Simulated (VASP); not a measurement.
# TePb (Fm-3m) in VASP: notebook

Runs on TePb. Level: PBE. Tasks: single point.

Everything below comes from runs of VASP 6.6.1. Logs are shortened: lines on timing, memory, paths and dates and some standing lists are left out, and cuts for length are marked.

## 1. The cell of the first run

The structure is cubic, space group Fm-3m (No. 225). Conventional cell: a = 6.620 Å, b = 6.620 Å, c = 6.620 Å, α = 90.00°, β = 90.00°, γ = 90.00°. Te (site symmetry m-3m) has 6 Pb at 3.31 Å within 4.4 Å. Within 4.4 Å of Pb (site symmetry m-3m) lie 6 Te at 3.31 Å.

## 2. Single point, PBE

INCAR reads:

```
SYSTEM = TePb
  ALGO = Normal
  EDIFF = 1E-7
  ENCUT = 520
  GGA = PE
  ISIF = 2
  ISMEAR = 0
  LASPH = .True.
  LCHARG = .False.
  LREAL = .False.
  LWAVE = .False.
  NBANDS = 17
  NELM = 100
  PREC = Accurate
  SIGMA = 0.01
```

KPOINTS reads:

```
k-points
0
Gamma
  5 5 5
  0 0 0
```

POSCAR reads:

```
TePb
1.0
    0.0000000000      3.3098357773      3.3098357773
    3.3098357773      0.0000000000      3.3098357773
    3.3098357773      3.3098357773      0.0000000000
Te Pb
1 1
Direct
    0.5000000000      0.5000000000      0.5000000000
    0.0000000000      0.0000000000      0.0000000000
```

Potentials or basis: VASP PAW PBE potentials, release 64 (Te, Pb_d).

Command:

```
$ cat potpaw_PBE.64/Te/POTCAR potpaw_PBE.64/Pb_d/POTCAR > POTCAR
$ mpirun -np 1 vasp_std > vasp.out
```

OUTCAR:

```text
SYSTEM = TePb
   EDIFF = 1E-7
   ENCUT = 520
   GGA = PE
   ISIF = 2
   ISMEAR = 0
   LASPH = .True.
   LREAL = .False.
   NELM = 100
   PREC = Accurate

 ion  position               nearest neighbor table
   1  0.500  0.500  0.500-   2 3.31   2 3.31   2 3.31   2 3.31   2 3.31   2 3.31
   2  0.000  0.000  0.000-   1 3.31   1 3.31   1 3.31   1 3.31   1 3.31   1 3.31

  LATTYP: Found a face centered cubic cell.
 ALAT       =     6.6196715546

  Lattice vectors:

 A1 = (   0.0000000000,   3.3098357773,   3.3098357773)
 A2 = (   3.3098357773,   0.0000000000,   3.3098357773)
 A3 = (   3.3098357773,   3.3098357773,   0.0000000000)

Analysis of symmetry for initial positions (statically):
=====================================================================
 Subroutine PRICEL returns:
 Original cell was already a primitive cell.

 Routine SETGRP: Setting up the symmetry group for a
 face centered cubic supercell.

 Subroutine GETGRP returns: Found 48 space group operations
 (whereof 48 operations were pure point group operations)
 out of a pool of 48 trial point group operations.

The static configuration has the point symmetry O_h .

Analysis of symmetry for dynamics (positions and initial velocities):
=====================================================================
 Subroutine PRICEL returns:
 Original cell was already a primitive cell.

 Routine SETGRP: Setting up the symmetry group for a
 face centered cubic supercell.

 Subroutine GETGRP returns: Found 48 space group operations
 (whereof 48 operations were pure point group operations)
 out of a pool of 48 trial point group operations.

The dynamic configuration has the point symmetry O_h .

 Subroutine INISYM returns: Found 48 space group operations
 (whereof 48 operations are pure point group operations),
 and found     1 'primitive' translations

----------------------------------------------------------------------------------------

                                     Primitive cell

  volume of cell :      72.5186

  direct lattice vectors                    reciprocal lattice vectors
     0.000000000  3.309835777  3.309835777    -0.151064897  0.151064897  0.151064897
     3.309835777  0.000000000  3.309835777     0.151064897 -0.151064897  0.151064897
     3.309835777  3.309835777  0.000000000     0.151064897  0.151064897 -0.151064897

  length of vectors
     4.680814645  4.680814645  4.680814645     0.261652076  0.261652076  0.261652076

  position of ions in fractional coordinates (direct lattice)
     0.500000000  0.500000000  0.500000000
     0.000000000  0.000000000  0.000000000

  ion indices of the primitive-cell ions
   primitive index   ion index
                 1           1
                 2           2

----------------------------------------------------------------------------------------

 KPOINTS: k-points

Automatic generation of k-mesh.
 Grid dimensions read from file:
 generate k-points for:    5    5    5

 Generating k-lattice:

  Cartesian coordinates                     Fractional coordinates (reciprocal lattice)
    -0.030212979  0.030212979  0.030212979     0.200000000  0.000000000  0.000000000
     0.030212979 -0.030212979  0.030212979     0.000000000  0.200000000  0.000000000
     0.030212979  0.030212979 -0.030212979     0.000000000  0.000000000  0.200000000

  Length of vectors
     0.052330415  0.052330415  0.052330415

  Shift w.r.t. Gamma in fractional coordinates (k-lattice)
     0.000000000  0.000000000  0.000000000

 Subroutine IBZKPT returns following result:
 ===========================================

 Found     10 irreducible k-points:

 Following reciprocal coordinates:
            Coordinates               Weight
  0.000000  0.000000  0.000000      1.000000
  0.200000  0.000000  0.000000      8.000000
  0.400000  0.000000  0.000000      8.000000
  0.200000  0.200000  0.000000      6.000000
  0.400000  0.200000  0.000000     24.000000
 -0.400000  0.200000  0.000000     24.000000
 -0.200000  0.200000  0.000000     12.000000
  0.400000  0.400000  0.000000      6.000000
 -0.400000  0.400000  0.000000     12.000000
 -0.400000  0.400000  0.200000     24.000000
   k-points           NKPTS =     10   k-points in BZ     NKDIM =     10   number of bands    NBANDS=     17
   number of dos      NEDOS =    301   number of ions     NIONS =      2
   total plane-waves  NPLWV =  46656
   dimension x,y,z NGX =    36 NGY =   36 NGZ =   36
   dimension x,y,z NGXF=    72 NGYF=   72 NGZF=   72
   ions per type =               1   1
   NGX,Y,Z   is equivalent  to a cutoff of  12.79, 12.79, 12.79 a.u.
   NGXF,Y,Z  is equivalent  to a cutoff of  25.57, 25.57, 25.57 a.u.
 SYSTEM =  TePb
   PREC   = accura    normal or accurate (medium, high low for compatibility)
   ISTART =      0    job   : 0-new  1-cont  2-samecut
   ICHARG =      2    charge: 1-file 2-atom 10-const
   ISPIN  =      1    spin polarized calculation?
   LNONCOLLINEAR =      F non collinear calculations
   LSORBIT =      F    spin-orbit coupling
   LASPH  =      T    aspherical Exc in radial PAW
   ENCUT  =  520.0 eV  38.22 Ry    6.18 a.u.   8.70  8.70  8.70*2*pi/ulx,y,z
   NELM   =    100;   NELMIN=  2; NELMDL= -5     # of ELM steps
   EDIFF  = 0.1E-06   stopping-criterion for ELM
   LREAL  =      F    real-space projection
   EDIFFG = 0.1E-05   stopping-criterion for IOM
   NSW    =      0    number of steps for IOM
   IBRION =     -1    ionic relax: 0-MD 1-quasi-New 2-CG
   NFREE  =      0    steps in history (QN), initial steepest desc. (CG)
   ISIF   =      2    stress and relaxation
   ISYM   =      2    0-nonsym 1-usesym 2-fastsym
   POTIM  = 0.5000    time-step for ionic-motion
   TEBEG  =    0.0;   TEEND  =   0.0 temperature during run
   PSTRESS=    0.0 pullay stress
   NELECT =      20.0000    total number of electrons
   NUPDOWN=      -1.0000    fix difference up-down
   EMIN   =  10.00;   EMAX   =-10.00  energy-range for DOS
   EFERMI =   0.00;   METHOD = LEGACY
   ISMEAR =     0;   SIGMA  =   0.01  broadening in eV -4-tet -1-fermi 0-gaus
   EFERMI_NEDOS =   21; number of points for ismear=-14 and -15
   IALGO  =     38    algorithm
   IMIX   =      4    mixing-type and parameters
     AMIX     =   0.40;   BMIX     =  1.00
     AMIX_MAG =   1.60;   BMIX_MAG =  1.00
  volume/ion in A,a.u.               =      36.26       244.69
  Fermi-wavevector in a.u.,A,eV,Ry     =   1.065618  2.013727 15.449995  1.135543
  Thomas-Fermi vector in A             =   2.201176
   LORBIT       =      0    0 simple, 1 ext, 2 COOP (PROOUT), +10 PAW based schemes
   GGA     = PE    functional components
   LHFCALC =     F    Hartree Fock is set to
   AEXX    =    0.0000 exact exchange contribution
   IVDW    =     0    specifies the selected vdW correction
   LEPSILON=     F    determine dielectric tensor
   LRPA    =     F    only Hartree local field effects (RPA)
 non-spin polarized calculation
 Gauss-broadening in eV      SIGMA  =   0.01
  energy-cutoff  :      520.00
  volume of cell :       72.52
 maximum number of plane-waves:      1980
   NGX = 17   NGY = 17   NGZ = 17

 number of electron      19.9999997 magnetization

 Free energy of the ion-electron system (eV)
  ---------------------------------------------------
  ext. energy  EPLUGINS =         0.00000000
  ---------------------------------------------------
  free energy    TOTEN  =        -7.51999575 eV

  energy without entropy =       -7.51999575  energy(sigma->0) =       -7.51999575

 E-fermi :   4.6895     XC(G=0):  -8.9790

 val. band max:        4.6151001757   @ k =  -0.2000   0.2000   0.0000
 cond. band min:       5.8624926067   @ k =   0.4000   0.0000   0.0000
 fundamental gap:      1.2473924310
 Fermi energy:         4.6894844841

 k-point     1 :       0.0000    0.0000    0.0000
  band No.  band energies     occupation
      1     -11.8993      2.00000
      2     -11.8993      2.00000
      3     -11.8951      2.00000
      4     -11.8951      2.00000
      5     -11.8951      2.00000
      6      -6.7225      2.00000
[... 9 lines left out ...]
     16      10.6804      0.00000
     17      12.0352      0.00000

 k-point     2 :       0.2000    0.0000    0.0000
  band No.  band energies     occupation
      1     -11.9027      2.00000
      2     -11.9027      2.00000
      3     -11.8943      2.00000
      4     -11.8909      2.00000
      5     -11.8909      2.00000
      6      -6.4196      2.00000
[... 9 lines left out ...]
     16      11.3575      0.00000
     17      13.9757      0.00000

 k-point     3 :       0.4000    0.0000    0.0000
  band No.  band energies     occupation
      1     -11.9087      2.00000
      2     -11.9087      2.00000
      3     -11.8930      2.00000
      4     -11.8833      2.00000
      5     -11.8833      2.00000
      6      -5.6792      2.00000
[... 9 lines left out ...]
     16      13.1494      0.00000
     17      14.8582      0.00000

 k-point     4 :       0.2000    0.2000    0.0000
  band No.  band energies     occupation
      1     -11.9105      2.00000
      2     -11.8975      2.00000
      3     -11.8965      2.00000
      4     -11.8888      2.00000
      5     -11.8888      2.00000
      6      -6.3240      2.00000
[... 9 lines left out ...]
     16      12.3789      0.00000
     17      12.7136      0.00000

 k-point     5 :       0.4000    0.2000    0.0000
  band No.  band energies     occupation
      1     -11.9191      2.00000
      2     -11.8997      2.00000
      3     -11.8959      2.00000
      4     -11.8844      2.00000
      5     -11.8817      2.00000
      6      -5.7370      2.00000
[... 9 lines left out ...]
     16      14.0472      0.00000
     17      14.4979      0.00000

 k-point     6 :      -0.4000    0.2000    0.0000
  band No.  band energies     occupation
      1     -11.9168      2.00000
      2     -11.9054      2.00000
      3     -11.8903      2.00000
      4     -11.8851      2.00000
      5     -11.8818      2.00000
      6      -5.3570      2.00000
[... 9 lines left out ...]
     16      13.1353      0.00000
     17      15.3228      0.00000

 k-point     7 :      -0.2000    0.2000    0.0000
  band No.  band energies     occupation
      1     -11.9070      2.00000
      2     -11.9065      2.00000
      3     -11.8925      2.00000
      4     -11.8882      2.00000
      5     -11.8855      2.00000
      6      -5.9625      2.00000
[... 9 lines left out ...]
     16      13.2709      0.00000
     17      13.8403      0.00000

 k-point     8 :       0.4000    0.4000    0.0000
  band No.  band energies     occupation
      1     -11.9357      2.00000
      2     -11.9015      2.00000
      3     -11.8919      2.00000
      4     -11.8780      2.00000
      5     -11.8780      2.00000
      6      -5.4704      2.00000
[... 9 lines left out ...]
     16      14.2309      0.00000
     17      15.6223      0.00000

 k-point     9 :      -0.4000    0.4000    0.0000
  band No.  band energies     occupation
      1     -11.9336      2.00000
      2     -11.8976      2.00000
      3     -11.8957      2.00000
      4     -11.8794      2.00000
      5     -11.8778      2.00000
      6      -5.2186      2.00000
[... 9 lines left out ...]
     16      14.2805      0.00000
     17      15.7768      0.00000

 k-point    10 :      -0.4000    0.4000    0.2000
  band No.  band energies     occupation
      1     -11.9259      2.00000
      2     -11.9003      2.00000
      3     -11.8931      2.00000
      4     -11.8850      2.00000
      5     -11.8781      2.00000
      6      -5.2812      2.00000
[... 9 lines left out ...]
     16      14.6675      0.00000
     17      14.8469      0.00000

------------------------ aborting loop because EDIFF is reached ----------------------------------------

  FORCE on cell =-STRESS in cart. coord.  units (eV):
  Direction    XX          YY          ZZ          XY          YZ          ZX
  --------------------------------------------------------------------------------------
  -------------------------------------------------------------------------------------
  Total       -0.3972215     -0.3972215     -0.3972215      0.0000000      0.0000000     -0.0000000
  in kB       -8.7759471     -8.7759471     -8.7759471      0.0000000      0.0000000     -0.0000000
  external PRESSURE =      -8.7759471 kB  Pullay stress =       0.0000000 kB

 VOLUME and BASIS-vectors are now :
 -----------------------------------------------------------------------------
  energy-cutoff  :      520.00
  volume of cell :       72.52
      direct lattice vectors                 reciprocal lattice vectors
     0.000000000  3.309835777  3.309835777    -0.151064897  0.151064897  0.151064897
     3.309835777  0.000000000  3.309835777     0.151064897 -0.151064897  0.151064897
     3.309835777  3.309835777  0.000000000     0.151064897  0.151064897 -0.151064897

 POSITION                                       TOTAL-FORCE (eV/Angst)
 -----------------------------------------------------------------------------------
      3.30984      3.30984      3.30984        -0.000000      0.000000      0.000000
      0.00000      0.00000      0.00000         0.000000     -0.000000     -0.000000
 -----------------------------------------------------------------------------------
    total drift:                               -0.000000      0.000000      0.000000

  FREE ENERGIE OF THE ION-ELECTRON SYSTEM (eV)
  ---------------------------------------------------
  free  energy   TOTEN  =        -7.5199957463 eV

  energy  without entropy=       -7.5199957463  energy(sigma->0) =       -7.51999575
```

Run time: 16 s. Hardware: 1 thread of AMD EPYC 7R13 (Zen 3), shared host; peak memory 0.17 GiB.

Results:

- Free energy: -7.5200 eV
- Pressure: -0.9 GPa

Caveat: this odd mesh misses L, where the gap lies, so gap, dielectric constants and Born charges aren't listed; spin-orbit coupling is left out, which moves the levels of the heavy elements.

## 3. Single point, PBE

This run uses another cell than the first one, of 37.10 Å³/atom, 1.023 times its volume.

INCAR reads:

```
ALGO = Normal
EDIFF = 1E-6
ENCUT = 520
GGA = PE
ISIF = 2
ISMEAR = 0
LASPH = True
LCHARG = False
LREAL = False
LWAVE = False
NBANDS = 17
NELM = 60
PREC = Accurate
SIGMA = 0.01
```

KPOINTS reads:

```
k-points
0
Gamma
  5 5 5
```

POSCAR reads:

```
TePb
1.0
    0.0000000000      3.3352970530      3.3352970530
    3.3352970530      0.0000000000      3.3352970530
    3.3352970530      3.3352970530      0.0000000000
Te Pb
1 1
Direct
    0.5000000000      0.5000000000      0.5000000000
    0.0000000000      0.0000000000      0.0000000000
```

Potentials or basis: VASP PAW PBE potentials, release 64 (Te, Pb_d).

Command:

```
$ cat potpaw_PBE.64/Te/POTCAR potpaw_PBE.64/Pb_d/POTCAR > POTCAR
$ mpirun -np 1 vasp_std > vasp.out
```

OUTCAR:

```text
EDIFF = 1E-6
   ENCUT = 520
   GGA = PE
   ISIF = 2
   ISMEAR = 0
   LASPH = True
   LREAL = False
   NELM = 60
   PREC = Accurate

 ion  position               nearest neighbor table
   1  0.500  0.500  0.500-   2 3.34   2 3.34   2 3.34   2 3.34   2 3.34   2 3.34
   2  0.000  0.000  0.000-   1 3.34   1 3.34   1 3.34   1 3.34   1 3.34   1 3.34

  LATTYP: Found a face centered cubic cell.
 ALAT       =     6.6705941060

  Lattice vectors:

 A1 = (   0.0000000000,   3.3352970530,   3.3352970530)
[... 369 lines left out ...]
------------------------ aborting loop because EDIFF is reached ----------------------------------------

  FORCE on cell =-STRESS in cart. coord.  units (eV):
  Direction    XX          YY          ZZ          XY          YZ          ZX
  --------------------------------------------------------------------------------------
  -------------------------------------------------------------------------------------
  Total       -0.7657453     -0.7657453     -0.7657453      0.0000000      0.0000000     -0.0000000
  in kB      -16.5333683    -16.5333683    -16.5333683      0.0000000      0.0000000     -0.0000000
  external PRESSURE =     -16.5333683 kB  Pullay stress =       0.0000000 kB

 VOLUME and BASIS-vectors are now :
 -----------------------------------------------------------------------------
  energy-cutoff  :      520.00
  volume of cell :       74.21
      direct lattice vectors                 reciprocal lattice vectors
     0.000000000  3.335297053  3.335297053    -0.149911685  0.149911685  0.149911685
     3.335297053  0.000000000  3.335297053     0.149911685 -0.149911685  0.149911685
     3.335297053  3.335297053  0.000000000     0.149911685  0.149911685 -0.149911685

 POSITION                                       TOTAL-FORCE (eV/Angst)
 -----------------------------------------------------------------------------------
      3.33530      3.33530      3.33530         0.000000      0.000000     -0.000000
      0.00000      0.00000      0.00000        -0.000000     -0.000000      0.000000
 -----------------------------------------------------------------------------------
    total drift:                               -0.000000      0.000000      0.000000

  FREE ENERGIE OF THE ION-ELECTRON SYSTEM (eV)
  ---------------------------------------------------
  free  energy   TOTEN  =        -7.5069887987 eV

  energy  without entropy=       -7.5069887987  energy(sigma->0) =       -7.50698880
```

OSZICAR:

```text
N       E                     dE             d eps       ncg     rms          rms(c)
DAV:   1     0.150238413822E+03    0.15024E+03   -0.90845E+03   340   0.112E+03
DAV:   2     0.228638226916E+01   -0.14795E+03   -0.14301E+03   384   0.284E+02
DAV:   3    -0.738428476431E+01   -0.96707E+01   -0.96197E+01   409   0.800E+01
DAV:   4    -0.766728784393E+01   -0.28300E+00   -0.28285E+00   479   0.158E+01
DAV:   5    -0.767771188604E+01   -0.10424E-01   -0.10424E-01   446   0.263E+00    0.279E+00
DAV:   6    -0.750863274827E+01    0.16908E+00   -0.39521E-01   475   0.396E+00    0.166E+00
DAV:   7    -0.750453614835E+01    0.40966E-02   -0.97218E-02   380   0.139E+00    0.874E-01
DAV:   8    -0.750738727205E+01   -0.28511E-02   -0.12798E-02   394   0.112E+00    0.183E-01
DAV:   9    -0.750692186196E+01    0.46541E-03   -0.24575E-03   492   0.461E-01    0.611E-02
DAV:  10    -0.750698420954E+01   -0.62348E-04   -0.18558E-04   382   0.799E-02    0.241E-02
DAV:  11    -0.750698851364E+01   -0.43041E-05   -0.40751E-05   501   0.508E-02    0.702E-03
DAV:  12    -0.750698879869E+01   -0.28506E-06   -0.29642E-06   367   0.146E-02
   1 F= -.75069888E+01 E0= -.75069888E+01  d E =-.108163E-11
```

Run time: 14 s. Hardware: 1 thread of AMD EPYC 7R13 (Zen 3), shared host; peak memory 0.17 GiB.

Results:

```
Free energy : -7.5070 eV
Pressure    : -1.7 GPa
```

Caveat: this odd mesh misses L, where the gap lies, so gap, dielectric constants and Born charges aren't listed; spin-orbit coupling is left out, which moves the levels of the heavy elements.
